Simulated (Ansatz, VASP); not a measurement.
Ti: VASP beside Ansatz

```
CELL_PARAMETERS angstrom
0.00000 2.06683 2.06683
2.06683 0.00000 2.06683
2.06683 2.06683 0.00000
ATOMIC_POSITIONS crystal
Ti 0.00000 0.00000 0.00000
```

Alike in both runs: task relaxation of cell and atoms; functional r2SCAN; k mesh 13 × 13 × 13; occupations fermi-dirac, width 0.05 eV; collinear spin.

|  | VASP | Ansatz |
| --- | --- | --- |
| version | VASP 6.6.1 | Ansatz 0.2.0 |
| potentials or method | VASP PAW PBE potentials, release 64 (Ti_sv), cutoff 600 eV | plane waves (500 eV) with PAW, scalar-relativistic |
| valence electrons in the cell | 12 | 12 |

|  | VASP | Ansatz | Ansatz less VASP |
| --- | --- | --- | --- |
| net moment per atom (μB) | 0.00 | 0.00 | 0.000 |
| relaxed volume (Å³/atom) | 17.42 | 17.34 | -0.077 |
| relaxed length of the cell vector where the two differ most in proportion (Å) | 2.910 | 2.905 | -0.0043 |

VASP's potentials were made for PBE, not for r2SCAN. Ansatz's warnings: seeded moment not kept.
